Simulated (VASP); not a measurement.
# SrAlH3 (P4mm) in VASP: further runs

Runs on SrAlH3. Level: PBE. Tasks: single point.

Everything below comes from runs of VASP 6.6.1. Logs are shortened: lines on timing, memory, paths and dates and some standing lists are left out, and cuts for length are marked.

**1. The cell of the first run**

It takes space group P4mm (No. 99, tetragonal). Conventional cell: a = 4.585 Å, b = 4.585 Å, c = 4.585 Å, α = 90.00°, β = 90.00°, γ = 90.00°. Sr (site symmetry 4mm) has 6 H at 2.09 to 2.49 Å within 2.8 Å. Al (site symmetry 4mm) has 12 H at 3.24 to 3.25 Å and 8 Sr at 3.97 Å within 4.3 Å. Within 3.0 Å of H (site symmetry 2mm) lie 2 Sr at 2.29 Å. H (site symmetry 4mm) has 2 Sr at 2.09 to 2.49 Å within 2.8 Å.

**2. Single point, PBE**

INCAR

```
PREC = Accurate
ENCUT = 500
EDIFF = 1E-6
ISMEAR = -1
SIGMA = 0.1
LREAL = False
LASPH = True
NELM = 120
ALGO = Normal
ISIF = 2
LWAVE = False
LCHARG = False
GGA = PE
NBANDS = 16
GGA_COMPAT = False
```

KPOINTS

```
Automatic mesh
0
Gamma
  5 5 5
```

POSCAR

```
SrAlH3
1.0
    4.5854620000      0.0000000000      0.0000000000
    0.0000000000      4.5854620000      0.0000000000
    0.0000000000      0.0000000000      4.5854620000
Sr Al H
1 1 3
Direct
    0.5000000000      0.5000000000      0.5000000000
    0.0000000000      0.0000000000      0.0000000000
    0.0000000000      0.5000000000      0.5000000000
    0.5000000000      0.5000000000     -0.0436161067
    0.5000000000      0.0000000000      0.5000000000
```

Potentials or basis: VASP PAW PBE potentials, release 64 (Sr_sv, Al, H).

The run is started by

```console
> cat potpaw_PBE.64/Sr_sv/POTCAR potpaw_PBE.64/Al/POTCAR potpaw_PBE.64/H/POTCAR > POTCAR
> mpirun -np 1 vasp_std > vasp.out
```

OUTCAR:

```text
PREC = Accurate
   ENCUT = 500
   EDIFF = 1E-6
   ISMEAR = -1
   LREAL = False
   LASPH = True
   NELM = 120
   ISIF = 2
   GGA = PE

 ion  position               nearest neighbor table
   1  0.500  0.500  0.500-   4 2.09   3 2.29   5 2.29   5 2.29   3 2.29   4 2.49   2 3.97   2 3.97
                             2 3.97   2 3.97   2 3.97   2 3.97   2 3.97   2 3.97
   2  0.000  0.000  0.000-   1 3.97   1 3.97   1 3.97   1 3.97   1 3.97   1 3.97   1 3.97   1 3.97

   3  0.000  0.500  0.500-   1 2.29   1 2.29
   4  0.500  0.500  0.956-   1 2.09   1 2.49
   5  0.500  0.000  0.500-   1 2.29   1 2.29

  LATTYP: Found a simple cubic cell.
 ALAT       =     4.5854620000

  Lattice vectors:

 A1 = (   4.5854620000,   0.0000000000,   0.0000000000)
 A2 = (   0.0000000000,   4.5854620000,   0.0000000000)
 A3 = (   0.0000000000,   0.0000000000,   4.5854620000)

Analysis of symmetry for initial positions (statically):
=====================================================================
 Subroutine PRICEL returns:
 Original cell was already a primitive cell.

 Routine SETGRP: Setting up the symmetry group for a
 simple cubic supercell.

 Subroutine GETGRP returns: Found  8 space group operations
 (whereof  8 operations were pure point group operations)
 out of a pool of 48 trial point group operations.

The static configuration has the point symmetry C_4v.

Analysis of symmetry for dynamics (positions and initial velocities):
=====================================================================
 Subroutine PRICEL returns:
 Original cell was already a primitive cell.

 Routine SETGRP: Setting up the symmetry group for a
 simple cubic supercell.

 Subroutine GETGRP returns: Found  8 space group operations
 (whereof  8 operations were pure point group operations)
 out of a pool of 48 trial point group operations.

The dynamic configuration has the point symmetry C_4v.

 Subroutine INISYM returns: Found  8 space group operations
 (whereof  8 operations are pure point group operations),
 and found     1 'primitive' translations

----------------------------------------------------------------------------------------

                                     Primitive cell

  volume of cell :      96.4160

[... 86 lines left out ...]
   NELM   =    120;   NELMIN=  2; NELMDL= -5     # of ELM steps
   EDIFF  = 0.1E-05   stopping-criterion for ELM
   LREAL  =      F    real-space projection
   EDIFFG = 0.1E-04   stopping-criterion for IOM
   NSW    =      0    number of steps for IOM
   IBRION =     -1    ionic relax: 0-MD 1-quasi-New 2-CG
   NFREE  =      0    steps in history (QN), initial steepest desc. (CG)
   ISIF   =      2    stress and relaxation
   ISYM   =      2    0-nonsym 1-usesym 2-fastsym
   POTIM  = 0.5000    time-step for ionic-motion
   TEBEG  =    0.0;   TEEND  =   0.0 temperature during run
   PSTRESS=    0.0 pullay stress
   NELECT =      16.0000    total number of electrons
   NUPDOWN=      -1.0000    fix difference up-down
   EMIN   =  10.00;   EMAX   =-10.00  energy-range for DOS
   EFERMI =   0.00;   METHOD = LEGACY
   ISMEAR =    -1;   SIGMA  =   0.10  broadening in eV -4-tet -1-fermi 0-gaus
   EFERMI_NEDOS =   21; number of points for ismear=-14 and -15
   IALGO  =     38    algorithm
   IMIX   =      4    mixing-type and parameters
     AMIX     =   0.40;   BMIX     =  1.00
     AMIX_MAG =   1.60;   BMIX_MAG =  1.00
  volume/ion in A,a.u.               =      19.28       130.13
  Fermi-wavevector in a.u.,A,eV,Ry     =   0.899632  1.700059 11.011717  0.809338
  Thomas-Fermi vector in A             =   2.022490
   LORBIT       =      0    0 simple, 1 ext, 2 COOP (PROOUT), +10 PAW based schemes
   GGA     = PE    functional components
   LHFCALC =     F    Hartree Fock is set to
   AEXX    =    0.0000 exact exchange contribution
   IVDW    =     0    specifies the selected vdW correction
   LEPSILON=     F    determine dielectric tensor
   LRPA    =     F    only Hartree local field effects (RPA)
 non-spin polarized calculation
  energy-cutoff  :      500.00
  volume of cell :       96.42
 maximum number of plane-waves:      2473
 NGX is ok and might be reduce to    36
   NGX = 17   NGY = 17   NGZ = 17

 number of electron      16.0000003 magnetization

 Free energy of the ion-electron system (eV)
  ---------------------------------------------------
  ext. energy  EPLUGINS =         0.00000000
  ---------------------------------------------------
  free energy    TOTEN  =       -13.81185154 eV

  energy without entropy =      -13.80477966  energy(sigma->0) =      -13.80831560

 E-fermi :   0.5003     XC(G=0):  -7.7105

 val. band max:        0.2703841394   @ k =   0.4000   0.0000   0.0000
 cond. band min:       0.8311506967   @ k =   0.4000   0.4000   0.4000
 fundamental gap:      0.5607665573
 Fermi energy:         0.5003410707

 k-point     1 :       0.0000    0.0000    0.0000
  band No.  band energies     occupation
      1     -33.1967      2.00000
      2     -15.2912      2.00000
      3     -15.2603      2.00000
      4     -15.2603      2.00000
      5      -5.1691      2.00000
      6      -1.5224      2.00000
[... 319 lines left out ...]
      3     -15.3612      2.00000
      4     -15.3606      2.00000
      5      -2.7956      2.00000
      6      -1.0789      2.00000
[... 8 lines left out ...]
     15       7.0689      0.00000
     16       7.5900      0.00000

------------------------ aborting loop because EDIFF is reached ----------------------------------------

  FORCE on cell =-STRESS in cart. coord.  units (eV):
  Direction    XX          YY          ZZ          XY          YZ          ZX
  --------------------------------------------------------------------------------------
  -------------------------------------------------------------------------------------
  Total        0.0635217      0.0635217      0.7247443      0.0000000     -0.0000000      0.0000000
  in kB        1.0555609      1.0555609     12.0433158      0.0000000     -0.0000000      0.0000000
  external PRESSURE =       4.7181459 kB  Pullay stress =       0.0000000 kB

 VOLUME and BASIS-vectors are now :
 -----------------------------------------------------------------------------
  energy-cutoff  :      500.00
  volume of cell :       96.42
      direct lattice vectors                 reciprocal lattice vectors
     4.585462000  0.000000000  0.000000000     0.218080534  0.000000000  0.000000000
     0.000000000  4.585462000  0.000000000     0.000000000  0.218080534  0.000000000
     0.000000000  0.000000000  4.585462000     0.000000000  0.000000000  0.218080534

 POSITION                                       TOTAL-FORCE (eV/Angst)
 -----------------------------------------------------------------------------------
      2.29273      2.29273      2.29273         0.000000      0.000000     -1.218152
      0.00000      0.00000      0.00000        -0.000000     -0.000000     -0.046926
      0.00000      2.29273      2.29273        -0.000000     -0.000000     -0.025531
      2.29273      2.29273      4.38546        -0.000000     -0.000000      1.316140
      2.29273      0.00000      2.29273        -0.000000     -0.000000     -0.025531
 -----------------------------------------------------------------------------------
    total drift:                                0.000000      0.000000      0.000066

  FREE ENERGIE OF THE ION-ELECTRON SYSTEM (eV)
  ---------------------------------------------------
  free  energy   TOTEN  =       -13.8118515442 eV

  energy  without entropy=      -13.8047796550  energy(sigma->0) =      -13.80831560
```

It took 40 s on 1 thread of Intel Xeon 8259CL, shared host; peak memory 0.21 GiB.

Results:

```
Free energy            : -13.8119 eV
Pressure               : 0.5 GPa
Largest force          : 1.316 eV/Å
Band gap on the k mesh : 0.56 eV, indirect (least direct gap 1.59 eV)
```

Forces on the atoms (eV/Å):
```
Sr   0.000  0.000 -1.218
Al   0.000  0.000 -0.047
H    0.000  0.000 -0.026
H    0.000  0.000  1.316
H    0.000  0.000 -0.026
```

Levels at points of the mesh, in eV from the valence-band top:
```
           k point  band 4  band 5  band 6  band 7  band 8  band 9  band 10  band 11  band 12  band 13
(0.00, 0.00, 0.00)  -15.53   -5.44   -1.79   -1.79   -0.19    2.35     2.35     2.35     6.07     6.07
```

Caveat: forces of over 1 eV/Å act on the atoms, so gaps and moduli don't describe the material at rest.

**3. Single point, PBE**

INCAR

```
SYSTEM = SrAlH3
PREC = Accurate
ENCUT = 500
EDIFF = 1E-6
ISMEAR = -1
SIGMA = 0.1
LREAL = .FALSE.
LASPH = .TRUE.
NELM = 120
ALGO = Normal
ISIF = 2
LWAVE = .FALSE.
LCHARG = .FALSE.
GGA = PE
NBANDS = 16
GGA_COMPAT = .FALSE.
```

KPOINTS

```
regular mesh
0
G
  5 5 5
  0 0 0
```

Edit POSCAR of step 2 so:

```diff
@@ -11,3 +11,3 @@
     0.0000000000      0.5000000000      0.5000000000
-    0.5000000000      0.5000000000     -0.0436161067
+    0.5000000000      0.5000000000      0.0436161067
     0.5000000000      0.0000000000      0.5000000000
```

Potentials or basis: VASP PAW PBE potentials, release 64 (Sr_sv, Al, H).

The run is started by

```console
> cat potpaw_PBE.64/Sr_sv/POTCAR potpaw_PBE.64/Al/POTCAR potpaw_PBE.64/H/POTCAR > POTCAR
> mpirun -np 1 vasp_std > vasp.out
```

Wall time 50 s (1 thread of Intel Xeon 8259CL, shared host); peak memory 0.22 GiB.

It converged, with:

- Free energy: -13.8119 eV
- Pressure: 0.5 GPa
- Largest force: 1.316 eV/Å
- Band gap on the k mesh: 0.56 eV, indirect (least direct gap 1.59 eV)

Forces on the atoms (eV/Å):
```
Sr   0.000  0.000  1.218
Al   0.000  0.000  0.047
H    0.000  0.000  0.026
H    0.000  0.000 -1.316
H    0.000  0.000  0.026
```

Stress tensor (GPa, compression positive):
```
0.11 0.00 0.00
0.00 0.11 0.00
0.00 0.00 1.20
```

Levels at points of the mesh, in eV from the valence-band top:
```
           k point  band 4  band 5  band 6  band 7  band 8  band 9  band 10  band 11  band 12  band 13
(0.00, 0.00, 0.00)  -15.53   -5.44   -1.79   -1.79   -0.19    2.35     2.35     2.35     6.07     6.07
```

Caveat: forces of over 1 eV/Å act on the atoms, so gaps and moduli don't describe the material at rest. A k mesh can miss the band edges.
